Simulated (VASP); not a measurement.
# Hf2C5 (C2/m) in VASP: a series of runs

Runs on Hf2C5. Level: PBE. Tasks: single point.

Program: VASP 6.6.1. These are calculated values, not measurements. Logs are shortened: lines on timing, memory, paths and dates and some standing lists are left out, and cuts for length are marked.

### 1 The cell of the first run

Symmetry: C2/m, No. 12, monoclinic system. The conventional cell has a = 6.917 Å, b = 6.866 Å, c = 3.316 Å, α = 90.00°, β = 108.79°, γ = 90.00°. Within 2.9 Å of Hf (site symmetry m) lie 10 C at 2.17 to 2.63 Å. C (site symmetry 2/m) has 4 Hf at 2.17 to 2.49 Å and 4 C at 2.46 Å within 2.9 Å. C (site symmetry 1) has 1 C at 1.31 Å within 1.8 Å.

### 2 Single point, PBE

File INCAR:

```
SYSTEM = Hf2C5
PREC = Accurate ; ENCUT = 520
EDIFF = 1E-7 ; ISMEAR = 0
SIGMA = 0.2 ; LREAL = .FALSE.
LASPH = .TRUE. ; NELM = 60
ALGO = Normal ; ISIF = 2
LWAVE = .FALSE. ; LCHARG = .FALSE.
GGA = PE ; NBANDS = 29
```

File KPOINTS:

```
Automatic mesh
0
G
  3 3 4
  0 0 0
```

File POSCAR:

```
Hf2C5
1.0
    3.4477529884     -3.4329024098      0.2695200518
    3.4477529884      3.4329024098      0.2695200518
   -1.3097416241      0.0000000000      3.0468007854
Hf C
2 5
Direct
    0.2481776884      0.2481776884      0.7347456560
    0.7518223116      0.7518223116      0.2652543440
    0.0000000000      0.0000000000      0.0000000000
    0.7621399740      0.3755447774      0.6895355765
    0.6244552226      0.2378600260      0.3104644235
    0.2378600260      0.6244552226      0.3104644235
    0.3755447774      0.7621399740      0.6895355765
```

Potentials or basis: VASP PAW PBE potentials, release 64 (Hf_pv, C).

The run is started by

```console
$ cat potpaw_PBE.64/Hf_pv/POTCAR potpaw_PBE.64/C/POTCAR > POTCAR
$ mpirun -np 1 vasp_std > vasp.out
```

OUTCAR:

```text
SYSTEM = Hf2C5
   PREC = Accurate
   ENCUT = 520
   EDIFF = 1E-7
   ISMEAR = 0
   LREAL = .FALSE.
   LASPH = .TRUE.
   NELM = 60
   ISIF = 2
   GGA = PE

 ion  position               nearest neighbor table
   1  0.248  0.248  0.735-   3 2.17   6 2.33   5 2.33   4 2.42   7 2.42   3 2.49   5 2.55   6 2.55
                             4 2.63   7 2.63   2 3.28   2 3.36   2 3.77   2 3.77   2 3.85   2 3.85
   2  0.752  0.752  0.265-   3 2.17   4 2.33   7 2.33   5 2.42   6 2.42   3 2.49   4 2.55   7 2.55
                             5 2.63   6 2.63   1 3.28   1 3.36   1 3.77   1 3.77   1 3.85   1 3.85
   3  0.000  0.000  0.000-   1 2.17   2 2.17   1 2.49   2 2.49
   4  0.762  0.376  0.690-   5 1.31   2 2.33   1 2.42   2 2.55   1 2.63
   5  0.624  0.238  0.310-   4 1.31   1 2.33   2 2.42   1 2.55   2 2.63
   6  0.238  0.624  0.310-   7 1.31   1 2.33   2 2.42   1 2.55   2 2.63
   7  0.376  0.762  0.690-   6 1.31   2 2.33   1 2.42   2 2.55   1 2.63

  LATTYP: Found a base centered monoclinic cell.
 ALAT       =     6.9165429883
 B/A-ratio  =     0.9926642300
 C/A-ratio  =     0.4794861124
 COS(beta)  =    -0.3221294981

  Lattice vectors:

 A1 = (   3.4477529884,  -3.4329024098,   0.2695200518)
 A2 = (   3.4477529884,   3.4329024098,   0.2695200518)
 A3 = (  -1.3097416241,   0.0000000000,   3.0468007854)

Analysis of symmetry for initial positions (statically):
=====================================================================
 Subroutine PRICEL returns:
 Original cell was already a primitive cell.

 Routine SETGRP: Setting up the symmetry group for a
 base centered monoclinic supercell.

 Subroutine GETGRP returns: Found  4 space group operations
 (whereof  4 operations were pure point group operations)
 out of a pool of  4 trial point group operations.

The static configuration has the point symmetry C_2h.

Analysis of symmetry for dynamics (positions and initial velocities):
=====================================================================
 Subroutine PRICEL returns:
 Original cell was already a primitive cell.

 Routine SETGRP: Setting up the symmetry group for a
 base centered monoclinic supercell.

 Subroutine GETGRP returns: Found  4 space group operations
 (whereof  4 operations were pure point group operations)
 out of a pool of  4 trial point group operations.

The dynamic configuration has the point symmetry C_2h.

 Subroutine INISYM returns: Found  4 space group operations
 (whereof  4 operations are pure point group operations),
 and found     1 'primitive' translations

----------------------------------------------------------------------------------------

                                     Primitive cell

  volume of cell :      74.5463

  direct lattice vectors                    reciprocal lattice vectors
     3.447752988 -3.432902410  0.269520052     0.140307052 -0.145649349  0.060314408
     3.447752988  3.432902410  0.269520052     0.140307052  0.145649349  0.060314408
    -1.309741624  0.000000000  3.046800785    -0.024823129  0.000000000  0.317542295

  length of vectors
     4.872828817  4.872828817  3.316386309     0.211039403  0.211039403  0.318511063

  position of ions in fractional coordinates (direct lattice)
     0.248177688  0.248177688  0.734745656
     0.751822312  0.751822312  0.265254344
     0.000000000  0.000000000  0.000000000
     0.762139974  0.375544777  0.689535576
     0.624455223  0.237860026  0.310464424
     0.237860026  0.624455223  0.310464424
     0.375544777  0.762139974  0.689535576

  ion indices of the primitive-cell ions
   primitive index   ion index
                 1           1
                 2           2
                 3           3
                 4           4
                 5           5
                 6           6
                 7           7

----------------------------------------------------------------------------------------

 KPOINTS: Automatic mesh

Automatic generation of k-mesh.
 Grid dimensions read from file:
 generate k-points for:    3    3    4

 Generating k-lattice:

  Cartesian coordinates                     Fractional coordinates (reciprocal lattice)
     0.046769017 -0.048549783  0.020104803     0.333333333  0.000000000 -0.000000000
     0.046769017  0.048549783  0.020104803     0.000000000  0.333333333 -0.000000000
    -0.006205782  0.000000000  0.079385574     0.000000000  0.000000000  0.250000000

  Length of vectors
     0.070346468  0.070346468  0.079627766

  Shift w.r.t. Gamma in fractional coordinates (k-lattice)
     0.000000000  0.000000000  0.000000000

 Subroutine IBZKPT returns following result:
 ===========================================

 Found     14 irreducible k-points:

 Following reciprocal coordinates:
            Coordinates               Weight
  0.000000  0.000000  0.000000      1.000000
  0.333333  0.000000 -0.000000      4.000000
  0.333333  0.333333 -0.000000      2.000000
 -0.333333  0.333333  0.000000      2.000000
  0.000000  0.000000  0.250000      2.000000
  0.333333  0.000000  0.250000      4.000000
 -0.333333 -0.000000  0.250000      4.000000
  0.333333  0.333333  0.250000      2.000000
 -0.333333  0.333333  0.250000      4.000000
 -0.333333 -0.333333  0.250000      2.000000
  0.000000  0.000000  0.500000      1.000000
  0.333333  0.000000  0.500000      4.000000
  0.333333  0.333333  0.500000      2.000000
 -0.333333  0.333333  0.500000      2.000000
   k-points           NKPTS =     14   k-points in BZ     NKDIM =     14   number of bands    NBANDS=     29
   number of dos      NEDOS =    301   number of ions     NIONS =      7
   total plane-waves  NPLWV =  36288
   dimension x,y,z NGX =    36 NGY =   36 NGZ =   28
   dimension x,y,z NGXF=    72 NGYF=   72 NGZF=   56
   ions per type =               2   5
   NGX,Y,Z   is equivalent  to a cutoff of  12.28, 12.28, 14.04 a.u.
   NGXF,Y,Z  is equivalent  to a cutoff of  24.56, 24.56, 28.07 a.u.
 SYSTEM =  Hf2C5
   PREC   = accura    normal or accurate (medium, high low for compatibility)
   ISTART =      0    job   : 0-new  1-cont  2-samecut
   ICHARG =      2    charge: 1-file 2-atom 10-const
   ISPIN  =      1    spin polarized calculation?
   LNONCOLLINEAR =      F non collinear calculations
   LSORBIT =      F    spin-orbit coupling
   LASPH  =      T    aspherical Exc in radial PAW
   ENCUT  =  520.0 eV  38.22 Ry    6.18 a.u.   9.06  9.06  6.17*2*pi/ulx,y,z
   NELM   =     60;   NELMIN=  2; NELMDL= -5     # of ELM steps
   EDIFF  = 0.1E-06   stopping-criterion for ELM
   LREAL  =      F    real-space projection
   EDIFFG = 0.1E-05   stopping-criterion for IOM
   NSW    =      0    number of steps for IOM
   IBRION =     -1    ionic relax: 0-MD 1-quasi-New 2-CG
   NFREE  =      0    steps in history (QN), initial steepest desc. (CG)
   ISIF   =      2    stress and relaxation
   ISYM   =      2    0-nonsym 1-usesym 2-fastsym
   POTIM  = 0.5000    time-step for ionic-motion
   TEBEG  =    0.0;   TEEND  =   0.0 temperature during run
   PSTRESS=    0.0 pullay stress
   NELECT =      40.0000    total number of electrons
   NUPDOWN=      -1.0000    fix difference up-down
   EMIN   =  10.00;   EMAX   =-10.00  energy-range for DOS
   EFERMI =   0.00;   METHOD = LEGACY
   ISMEAR =     0;   SIGMA  =   0.20  broadening in eV -4-tet -1-fermi 0-gaus
   EFERMI_NEDOS =   21; number of points for ismear=-14 and -15
   IALGO  =     38    algorithm
   IMIX   =      4    mixing-type and parameters
     AMIX     =   0.40;   BMIX     =  1.00
     AMIX_MAG =   1.60;   BMIX_MAG =  1.00
  volume/ion in A,a.u.               =      10.65        71.87
  Fermi-wavevector in a.u.,A,eV,Ry     =   1.330310  2.513921 24.078563  1.769724
  Thomas-Fermi vector in A             =   2.459406
   LORBIT       =      0    0 simple, 1 ext, 2 COOP (PROOUT), +10 PAW based schemes
   GGA     = PE    functional components
   LHFCALC =     F    Hartree Fock is set to
   AEXX    =    0.0000 exact exchange contribution
   IVDW    =     0    specifies the selected vdW correction
   LEPSILON=     F    determine dielectric tensor
   LRPA    =     F    only Hartree local field effects (RPA)
 non-spin polarized calculation
 Gauss-broadening in eV      SIGMA  =   0.20
  energy-cutoff  :      520.00
  volume of cell :       74.55
 maximum number of plane-waves:      2021
   NGX = 19   NGY = 19   NGZ = 13

 number of electron      39.9999995 magnetization

 Free energy of the ion-electron system (eV)
  ---------------------------------------------------
  ext. energy  EPLUGINS =         0.00000000
  ---------------------------------------------------
  free energy    TOTEN  =       -63.01219120 eV

  energy without entropy =      -63.00369017  energy(sigma->0) =      -63.00794069

 E-fermi :   6.3382     XC(G=0): -12.0404

 val. band max:        5.9271267960   @ k =   0.0000   0.0000   0.0000
 cond. band min:       6.3592048169   @ k =   0.0000   0.0000   0.2500
 fundamental gap:      0.4320780210
 Fermi energy:         6.3382462206

 k-point     1 :       0.0000    0.0000    0.0000
  band No.  band energies     occupation
      1     -24.5543      2.00000
      2     -24.5446      2.00000
      3     -24.4504      2.00000
      4     -24.2703      2.00000
      5     -24.1935      2.00000
      6     -24.1764      2.00000
[... 21 lines left out ...]
     28      11.0927      0.00000
     29      11.1499      0.00000

 k-point     2 :       0.3333    0.0000   -0.0000
  band No.  band energies     occupation
      1     -24.5261      2.00000
      2     -24.4848      2.00000
      3     -24.4785      2.00000
      4     -24.3361      2.00000
      5     -24.1985      2.00000
      6     -24.1871      2.00000
[... 21 lines left out ...]
     28      10.7946      0.00000
     29      11.4005      0.00000

 k-point     3 :       0.3333    0.3333   -0.0000
  band No.  band energies     occupation
      1     -24.5883      2.00000
      2     -24.5081      2.00000
      3     -24.4227      2.00000
      4     -24.3224      2.00000
      5     -24.2056      2.00000
      6     -24.1788      2.00000
[... 318 lines left out ...]
      5     -24.4485      2.00000
      6     -24.2248      2.00000
[... 21 lines left out ...]
     28      12.0659      0.00000
     29      12.5730      0.00000

 k-point    14 :      -0.3333    0.3333    0.5000
  band No.  band energies     occupation
      1     -24.5373      2.00000
      2     -24.5341      2.00000
      3     -24.4548      2.00000
      4     -24.4465      2.00000
      5     -24.3776      2.00000
      6     -24.3394      2.00000
[... 21 lines left out ...]
     28      11.9326      0.00000
     29      12.5986      0.00000

------------------------ aborting loop because EDIFF is reached ----------------------------------------

  FORCE on cell =-STRESS in cart. coord.  units (eV):
  Direction    XX          YY          ZZ          XY          YZ          ZX
  --------------------------------------------------------------------------------------
  -------------------------------------------------------------------------------------
  Total       -0.4725950     -0.6089264     -0.2390752      0.0000000      0.0000000      0.0521595
  in kB      -10.1571920    -13.0872783     -5.1382958      0.0000000      0.0000000      1.1210319
  external PRESSURE =      -9.4609220 kB  Pullay stress =       0.0000000 kB

 VOLUME and BASIS-vectors are now :
 -----------------------------------------------------------------------------
  energy-cutoff  :      520.00
  volume of cell :       74.55
      direct lattice vectors                 reciprocal lattice vectors
     3.447752988 -3.432902410  0.269520052     0.140307052 -0.145649349  0.060314408
     3.447752988  3.432902410  0.269520052     0.140307052  0.145649349  0.060314408
    -1.309741624  0.000000000  3.046800785    -0.024823129  0.000000000  0.317542295

 POSITION                                       TOTAL-FORCE (eV/Angst)
 -----------------------------------------------------------------------------------
      0.74898      0.00000      2.37240         0.067113     -0.000000     -0.020521
      4.83678      0.00000      1.21344        -0.067113     -0.000000      0.020521
      0.00000      0.00000      0.00000         0.000000     -0.000000      0.000000
      3.01934     -1.32714      2.40751         0.024954      0.019269      0.069439
      2.56642     -1.32714      1.17833        -0.024954      0.019269     -0.069439
      2.56642      1.32714      1.17833        -0.024954     -0.019269     -0.069439
      3.01934      1.32714      2.40751         0.024954     -0.019269      0.069439
 -----------------------------------------------------------------------------------
    total drift:                               -0.000000      0.000000      0.000000

  FREE ENERGIE OF THE ION-ELECTRON SYSTEM (eV)
  ---------------------------------------------------
  free  energy   TOTEN  =       -63.0121912042 eV

  energy  without entropy=      -63.0036901697  energy(sigma->0) =      -63.00794069
```

Wall time 14 s (1 thread of Intel Xeon 6975P-C (Granite Rapids), shared host); peak memory 0.18 GiB.

What came out:

```
Free energy            : -63.0122 eV
Pressure               : -0.9 GPa
Largest force          : 0.076 eV/Å
Band gap on the k mesh : zero (band 20 reaches 6.76 eV, above the bottom of band 21 at 5.58 eV)
```

Forces in eV/Å, atoms in the order of the input:
```
Hf   0.067  0.000 -0.021
Hf  -0.067  0.000  0.021
C    0.000  0.000  0.000
C    0.025  0.019  0.069
C   -0.025  0.019 -0.069
C   -0.025 -0.019 -0.069
C    0.025 -0.019  0.069
```

Caveat: the k points lie up to 0.50 Å⁻¹ apart; spin-orbit coupling is left out, which moves the levels of the heavy elements.

### 3 Single point, PBE

This run uses another cell than the first one, of 12.32 Å³/atom, 1.157 times its volume.

File INCAR:

```
PREC = Accurate
ENCUT = 520
EDIFF = 1E-6
ISMEAR = 0
SIGMA = 0.2
LREAL = False
LASPH = True
NELM = 100
ALGO = Normal
ISIF = 2
LWAVE = False
LCHARG = True
GGA = PE
LELF = True
LVHAR = True
NBANDS = 29
```

File KPOINTS:

```
Automatic mesh
0
Gamma
  4 4 3
```

File POSCAR:

```
Hf2C5
1.0
    2.5055271216     -2.3012810657     -0.2616273363
    2.5055271216      2.3012810657     -0.2616273363
   -0.6117251645      0.0000000000      7.5408407119
Hf C
2 5
Direct
    0.0000000000      0.0000000000      0.0000000000
    0.5000000000      0.5000000000      0.5000000000
    0.4488858381      0.7303863081      0.8125377871
    0.2696136919      0.5511141619      0.1874622129
    0.5511141619      0.2696136919      0.1874622129
    0.7303863081      0.4488858381      0.8125377871
    0.0000000000      0.0000000000      0.5000000000
```

Potentials or basis: VASP PAW PBE potentials, release 64 (Hf_pv, C).

The run is started by

```console
$ cat potpaw_PBE.64/Hf_pv/POTCAR potpaw_PBE.64/C/POTCAR > POTCAR
$ mpirun -np 1 vasp_std > vasp.out
```

It took 24 s on 1 thread of Intel Xeon 6975P-C (Granite Rapids), shared host; peak memory 0.21 GiB.

The run converged. Its results:

| Item | Value |
| --- | --- |
| Free energy | -61.9267 eV |
| Pressure | -0.4 GPa |
| Largest force | 0.128 eV/Å |
| Band gap on the k mesh | zero (band 20 reaches 5.00 eV, above the bottom of band 21 at 4.19 eV) |

Forces in eV/Å, atoms in the order of the input:
```
Hf   0.000  0.000  0.000
Hf   0.000  0.000  0.000
C    0.010  0.124  0.032
C   -0.010  0.124 -0.032
C   -0.010 -0.124 -0.032
C    0.010 -0.124  0.032
C    0.000  0.000  0.000
```

Stress tensor (GPa, compression positive):
```
-0.63  0.00 -0.12
 0.00  0.13  0.00
-0.12  0.00 -0.65
```

Levels at points of the mesh, in eV from the Fermi level:
```tsv
k point	band 16	band 17	band 18	band 19	band 20	band 21	band 22	band 23	band 24	band 25
(0.00, 0.00, 0.00)	-2.82	-1.91	-1.47	-0.06	0.53	0.68	0.69	1.14	1.40	1.86
(0.50, 0.00, 0.00)	-2.62	-2.60	-2.35	-1.69	-1.11	-0.28	0.81	3.02	3.60	3.89
(0.50, 0.50, 0.00)	-3.11	-2.65	-1.20	-1.00	-0.40	1.12	1.28	2.53	2.91	4.33
```

Caveat: the k points lie up to 0.47 Å⁻¹ apart; spin-orbit coupling is left out, which moves the levels of the heavy elements.
